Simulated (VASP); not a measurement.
# Ba (Im-3m) in VASP: a series of runs

Runs on Ba. Level: PBE. Tasks: single point.

All numbers are computed with VASP 6.6.1; they aren't measurements. Logs are shortened: lines on timing, memory, paths and dates and some standing lists are left out, and cuts for length are marked.

## 1. The cell of the first run

Symmetry: Im-3m, No. 229, cubic system. The conventional cell has a = 5.025 Å, b = 5.025 Å, c = 5.025 Å, α = 90.00°, β = 90.00°, γ = 90.00°. Within 5.7 Å of Ba (site symmetry m-3m) lie 14 Ba at 4.35 to 5.02 Å.

## 2. Single point, PBE, non-collinear spin, zero start, spin-orbit coupling

INCAR reads:

```
ALGO = Normal ; EDIFF = 1E-6
ENCUT = 520 ; GGA = PE
GGA_COMPAT = F ; ISIF = 2
ISMEAR = -1 ; LASPH = T
LCHARG = T ; LNONCOLLINEAR = T
LORBIT = 11 ; LORBMOM = T
LREAL = F ; LSORBIT = T
LVHAR = T ; LWAVE = F
MAGMOM = 0 0 0 ; NBANDS = 21
NELM = 150 ; PREC = Accurate
SIGMA = 0.05
```

KPOINTS reads:

```
k-points
0
Gamma
  12 12 12
```

POSCAR reads:

```
Ba
1.0
   -2.5124974217      2.5124974217      2.5124974217
    2.5124974217     -2.5124974217      2.5124974217
    2.5124974217      2.5124974217     -2.5124974217
Ba
1
Direct
    0.0000000000      0.0000000000      0.0000000000
```

Potentials or basis: VASP PAW PBE potentials, release 64 (Ba_sv).

On the command line:

```console
$ cat potpaw_PBE.64/Ba_sv/POTCAR > POTCAR
$ mpirun -np 1 vasp_ncl > vasp.out
```

OUTCAR:

```text
EDIFF = 1E-6
   ENCUT = 520
   GGA = PE
   ISIF = 2
   ISMEAR = -1
   LASPH = T
   LNONCOLLINEAR = T
   LORBIT = 11
   LREAL = F
   LSORBIT = T
   NELM = 150
   PREC = Accurate

 ion  position               nearest neighbor table
   1  0.000  0.000  0.000-

  LATTYP: Found a body centered cubic cell.
 ALAT       =     5.0249948434

  Lattice vectors:

 A1 = (  -2.5124974217,   2.5124974217,   2.5124974217)
 A2 = (   2.5124974217,  -2.5124974217,   2.5124974217)
 A3 = (   2.5124974217,   2.5124974217,  -2.5124974217)

Analysis of symmetry for initial positions (statically):
=====================================================================
 Subroutine PRICEL returns:
 Original cell was already a primitive cell.

 Routine SETGRP: Setting up the symmetry group for a
 body centered cubic supercell.

 Subroutine GETGRP returns: Found 48 space group operations
 (whereof 48 operations were pure point group operations)
 out of a pool of 48 trial point group operations.

The static configuration has the point symmetry O_h .

Analysis of symmetry for dynamics (positions and initial velocities):
=====================================================================
 Subroutine PRICEL returns:
 Original cell was already a primitive cell.

 Routine SETGRP: Setting up the symmetry group for a
 body centered cubic supercell.

 Subroutine GETGRP returns: Found 48 space group operations
 (whereof 48 operations were pure point group operations)
 out of a pool of 48 trial point group operations.

The dynamic configuration has the point symmetry O_h .

Analysis of structural, dynamic, and magnetic symmetry:
=====================================================================
 Subroutine PRICEL returns:
 Original cell was already a primitive cell.

 Routine SETGRP: Setting up the symmetry group for a
 body centered cubic supercell.

 Subroutine GETGRP returns: Found 48 space group operations
 (whereof 48 operations were pure point group operations)
 out of a pool of 48 trial point group operations.

The overall configuration has the point symmetry O_h .

 Subroutine INISYM returns: Found 48 space group operations
 (whereof 48 operations are pure point group operations),
 and found     1 'primitive' translations

----------------------------------------------------------------------------------------

                                     Primitive cell

  volume of cell :      63.4420

  direct lattice vectors                    reciprocal lattice vectors
    -2.512497422  2.512497422  2.512497422     0.000000000  0.199005179  0.199005179
     2.512497422 -2.512497422  2.512497422     0.199005179  0.000000000  0.199005179
     2.512497422  2.512497422 -2.512497422     0.199005179  0.199005179  0.000000000

  length of vectors
     4.351773188  4.351773188  4.351773188     0.281435824  0.281435824  0.281435824

  position of ions in fractional coordinates (direct lattice)
     0.000000000  0.000000000  0.000000000

  ion indices of the primitive-cell ions
   primitive index   ion index
                 1           1

----------------------------------------------------------------------------------------

 KPOINTS: k-points

Automatic generation of k-mesh.
 Grid dimensions read from file:
 generate k-points for:   12   12   12

 Generating k-lattice:

  Cartesian coordinates                     Fractional coordinates (reciprocal lattice)
     0.000000000  0.016583765  0.016583765     0.083333333  0.000000000  0.000000000
     0.016583765  0.000000000  0.016583765     0.000000000  0.083333333  0.000000000
     0.016583765  0.016583765  0.000000000     0.000000000  0.000000000  0.083333333

  Length of vectors
     0.023452985  0.023452985  0.023452985

  Shift w.r.t. Gamma in fractional coordinates (k-lattice)
     0.000000000  0.000000000  0.000000000

 Subroutine IBZKPT returns following result:
 ===========================================

 Found     72 irreducible k-points:

 Following reciprocal coordinates:
            Coordinates               Weight
  0.000000  0.000000  0.000000      1.000000
  0.083333  0.000000  0.000000     12.000000
  0.166667  0.000000  0.000000     12.000000
  0.250000  0.000000  0.000000     12.000000
  0.333333  0.000000  0.000000     12.000000
  0.416667  0.000000  0.000000     12.000000
[... 16 lines left out ...]
  0.333333  0.083333  0.083333     24.000000
  0.416667  0.083333  0.083333     12.000000
 [... further k-points ...]
   k-points           NKPTS =     72   k-points in BZ     NKDIM =     72   number of bands    NBANDS=     21
   number of dos      NEDOS =    301   number of ions     NIONS =      1
   total plane-waves  NPLWV =  32768
   dimension x,y,z NGX =    32 NGY =   32 NGZ =   32
   dimension x,y,z NGXF=    64 NGYF=   64 NGZF=   64
   ions per type =               1
   NGX,Y,Z   is equivalent  to a cutoff of  12.22, 12.22, 12.22 a.u.
   NGXF,Y,Z  is equivalent  to a cutoff of  24.45, 24.45, 24.45 a.u.
 SYSTEM =  unknown system
   PREC   = accura    normal or accurate (medium, high low for compatibility)
   ISTART =      0    job   : 0-new  1-cont  2-samecut
   ICHARG =      2    charge: 1-file 2-atom 10-const
   ISPIN  =      1    spin polarized calculation?
   LNONCOLLINEAR =      T non collinear calculations
   LSORBIT =      T    spin-orbit coupling
   LASPH  =      T    aspherical Exc in radial PAW
   ENCUT  =  520.0 eV  38.22 Ry    6.18 a.u.   8.09  8.09  8.09*2*pi/ulx,y,z
   NELM   =    150;   NELMIN=  2; NELMDL= -5     # of ELM steps
   EDIFF  = 0.1E-05   stopping-criterion for ELM
   LREAL  =      F    real-space projection
   EDIFFG = 0.1E-04   stopping-criterion for IOM
   NSW    =      0    number of steps for IOM
   IBRION =     -1    ionic relax: 0-MD 1-quasi-New 2-CG
   NFREE  =      0    steps in history (QN), initial steepest desc. (CG)
   ISIF   =      2    stress and relaxation
   ISYM   =      2    0-nonsym 1-usesym 2-fastsym
   POTIM  = 0.5000    time-step for ionic-motion
   TEBEG  =    0.0;   TEEND  =   0.0 temperature during run
   PSTRESS=    0.0 pullay stress
   NELECT =      10.0000    total number of electrons
   NUPDOWN=      -1.0000    fix difference up-down
   EMIN   =  10.00;   EMAX   =-10.00  energy-range for DOS
   EFERMI =   0.00;   METHOD = LEGACY
   ISMEAR =    -1;   SIGMA  =   0.05  broadening in eV -4-tet -1-fermi 0-gaus
   EFERMI_NEDOS =   21; number of points for ismear=-14 and -15
   IALGO  =     38    algorithm
   IMIX   =      4    mixing-type and parameters
     AMIX     =   0.40;   BMIX     =  1.00
     AMIX_MAG =   1.60;   BMIX_MAG =  1.00
  volume/ion in A,a.u.               =      63.44       428.13
  Fermi-wavevector in a.u.,A,eV,Ry     =   0.884333  1.671147 10.640368  0.782045
  Thomas-Fermi vector in A             =   2.005219
   LORBIT       =     11    0 simple, 1 ext, 2 COOP (PROOUT), +10 PAW based schemes
   GGA     = PE    functional components
   LHFCALC =     F    Hartree Fock is set to
   AEXX    =    0.0000 exact exchange contribution
   IVDW    =     0    specifies the selected vdW correction
   LEPSILON=     F    determine dielectric tensor
   LRPA    =     F    only Hartree local field effects (RPA)
  energy-cutoff  :      520.00
  volume of cell :       63.44
 maximum number of plane-waves:      3464
   NGX = 17   NGY = 17   NGZ = 17

 number of electron      10.0000000 magnetization      -0.0000000     -0.0000000     -0.0000000

 number of electron      10.0000000 magnetization       0.0000000      0.0000000      0.0000000

 Free energy of the ion-electron system (eV)
  ---------------------------------------------------
  ext. energy  EPLUGINS =         0.00000000
  ---------------------------------------------------
  free energy    TOTEN  =        -2.11167161 eV

  energy without entropy =       -2.10126052  energy(sigma->0) =       -2.10646607

 E-fermi :   1.6174     XC(G=0):  -7.3883

 val. band max:        1.6050763490   @ k =  -0.4167   0.5000   0.2500
 cond. band min:       1.6434880176   @ k =  -0.4167  -0.4167   0.1667
 fundamental gap:      0.0384116685
 Fermi energy:         1.6173968121

 k-point     1 :       0.0000    0.0000    0.0000
  band No.  band energies     occupation
      1     -27.2776      1.00000
      2     -27.2776      1.00000
      3     -13.5992      1.00000
      4     -13.5992      1.00000
      5     -11.5931      1.00000
      6     -11.5931      1.00000
[... 13 lines left out ...]
     20       4.8377      0.00000
     21       8.5374      0.00000

 k-point     2 :       0.0833    0.0000    0.0000
  band No.  band energies     occupation
      1     -27.2748      1.00000
      2     -27.2748      1.00000
      3     -13.6101      1.00000
      4     -13.6101      1.00000
      5     -11.6200      1.00000
      6     -11.6200      1.00000
[... 13 lines left out ...]
     20       4.8297      0.00000
     21       8.6844      0.00000

 k-point     3 :       0.1667    0.0000    0.0000
  band No.  band energies     occupation
      1     -27.2671      1.00000
      2     -27.2671      1.00000
      3     -13.6402      1.00000
      4     -13.6402      1.00000
      5     -11.6913      1.00000
      6     -11.6913      1.00000
[... 13 lines left out ...]
     20       4.8337      0.00000
     21       8.9759      0.00000
[... 457 lines left out ...]
 k-point    23 :       0.3333    0.0833    0.0833
  band No.  band energies     occupation
      1     -27.2374      1.00000
      2     -27.2374      1.00000
      3     -13.7600      1.00000
      4     -13.7600      1.00000
      5     -11.9265      1.00000
      6     -11.9265      1.00000
[... 13 lines left out ...]
     20       6.5759      0.00000
     21       7.7033      0.00000

 k-point    24 :       0.4167    0.0833    0.0833
  band No.  band energies     occupation
      1     -27.2349      1.00000
      2     -27.2349      1.00000
      3     -13.7700      1.00000
      4     -13.7700      1.00000
      5     -11.9444      1.00000
      6     -11.9444      1.00000
[... 13 lines left out ...]
     20       7.0634      0.00000
     21       7.2459      0.00000

 [... further k-points ...]

------------------------ aborting loop because EDIFF is reached ----------------------------------------

  FORCE on cell =-STRESS in cart. coord.  units (eV):
  Direction    XX          YY          ZZ          XY          YZ          ZX
  --------------------------------------------------------------------------------------
  -------------------------------------------------------------------------------------
  Total        0.0011240      0.0011240      0.0011240     -0.0000000     -0.0000000     -0.0000000
  in kB        0.0283856      0.0283856      0.0283856     -0.0000000     -0.0000000     -0.0000000
  external PRESSURE =       0.0283856 kB  Pullay stress =       0.0000000 kB

 VOLUME and BASIS-vectors are now :
 -----------------------------------------------------------------------------
  energy-cutoff  :      520.00
  volume of cell :       63.44
      direct lattice vectors                 reciprocal lattice vectors
    -2.512497422  2.512497422  2.512497422     0.000000000  0.199005179  0.199005179
     2.512497422 -2.512497422  2.512497422     0.199005179  0.000000000  0.199005179
     2.512497422  2.512497422 -2.512497422     0.199005179  0.199005179  0.000000000

 POSITION                                       TOTAL-FORCE (eV/Angst)
 -----------------------------------------------------------------------------------
      0.00000      0.00000      0.00000        -0.000000      0.000000      0.000000
 -----------------------------------------------------------------------------------
    total drift:                               -0.000000      0.000000      0.000000

  FREE ENERGIE OF THE ION-ELECTRON SYSTEM (eV)
  ---------------------------------------------------
  free  energy   TOTEN  =        -2.1116716072 eV

  energy  without entropy=       -2.1012605242  energy(sigma->0) =       -2.10646607

 orbital moment (x)

 # of ion     p       d       tot
 ----------------------------------------
  1         0.000   0.000   0.000
 ----------------------------------------
            0.000   0.000   0.000

 orbital moment (y)

 # of ion     p       d       tot
 ----------------------------------------
  1         0.000  -0.000  -0.000
 ----------------------------------------
            0.000  -0.000  -0.000

 orbital moment (z)

 # of ion     p       d       tot
 ----------------------------------------
  1        -0.000   0.000  -0.000
 ----------------------------------------
           -0.000   0.000  -0.000

 Spin-Orbit-Coupling matrix elements

 Ion:    1  E_soc:     -0.3982328
 l=   1
     0.0000000    -0.0662341    -0.0662341
    -0.0662341     0.0000000    -0.0662341
    -0.0662341    -0.0662341     0.0000000
 l=   2
     0.0000000     0.0000139     0.0000000     0.0000139    -0.0001519
     0.0000139     0.0000000    -0.0001139     0.0000139    -0.0000380
     0.0000000    -0.0001139     0.0000000    -0.0001139     0.0000000
     0.0000139     0.0000139    -0.0001139     0.0000000    -0.0000380
    -0.0001519    -0.0000380     0.0000000    -0.0000380     0.0000000
 l=   3
     0.0000000     0.0000000     0.0000000     0.0000000     0.0000000     0.0000000     0.0000000
     0.0000000     0.0000000     0.0000000     0.0000000     0.0000000     0.0000000     0.0000000
     0.0000000     0.0000000     0.0000000     0.0000000     0.0000000     0.0000000     0.0000000
     0.0000000     0.0000000     0.0000000     0.0000000     0.0000000     0.0000000     0.0000000
     0.0000000     0.0000000     0.0000000     0.0000000     0.0000000     0.0000000     0.0000000
     0.0000000     0.0000000     0.0000000     0.0000000     0.0000000     0.0000000     0.0000000
     0.0000000     0.0000000     0.0000000     0.0000000     0.0000000     0.0000000     0.0000000

 total charge

# of ion       s       p       d       tot
------------------------------------------
    1        2.068   5.549   0.272   7.889

 magnetization (x)

# of ion       s       p       d       tot
------------------------------------------
    1        0.000   0.000   0.000   0.000

 magnetization (y)

# of ion       s       p       d       tot
------------------------------------------
    1        0.000  -0.000   0.000  -0.000

 magnetization (z)

# of ion       s       p       d       tot
------------------------------------------
    1        0.000   0.000   0.000   0.000
```

It took 57 s on 1 thread of Intel Xeon 6975P-C (Granite Rapids), shared host; peak memory 0.37 GiB.

Results:

```yaml
Free_energy: -2.1117 eV
Pressure: 0.0 GPa
Net_moment: 0.00 μB per cell
Valence_electrons_inside_the_program's_atomic_spheres: Ba 7.89
```

Moments on the atoms (μB; x, y, z):
```
Ba  0.00 0.00 0.00
```

## 3. Single point, PBE, non-collinear spin, zero start, spin-orbit coupling

INCAR reads:

```
SYSTEM = Ba
PREC = Accurate
ENCUT = 520
EDIFF = 1E-6
ISMEAR = -1
SIGMA = 0.05
LREAL = .FALSE.
LASPH = .TRUE.
NELM = 150
ALGO = Normal
ISIF = 2
LWAVE = .FALSE.
LCHARG = .FALSE.
MAGMOM = 0 0 0
LORBIT = 11
LSORBIT = .TRUE.
GGA_COMPAT = .FALSE.
LORBMOM = .TRUE.
GGA = PE
NBANDS = 21
```

KPOINTS reads:

```
Automatic mesh
0
G
  12 12 12
  0 0 0
```

POSCAR is that of step 2.

Potentials or basis: VASP PAW PBE potentials, release 64 (Ba_sv).

On the command line:

```console
$ cat potpaw_PBE.64/Ba_sv/POTCAR > POTCAR
$ mpirun -np 1 vasp_ncl > vasp.out
```

Run time: 47 s. Hardware: 1 thread of Intel Xeon 6975P-C (Granite Rapids), shared host; peak memory 0.38 GiB.

Results (log left out):

```
Free energy                                           : -2.1117 eV
Pressure                                              : 0.0 GPa
Net moment                                            : 0.00 μB per cell
Valence electrons inside the program's atomic spheres : Ba 7.89
```

Moments on the atoms (μB; x, y, z):
```
Ba  0.00 0.00 0.00
```
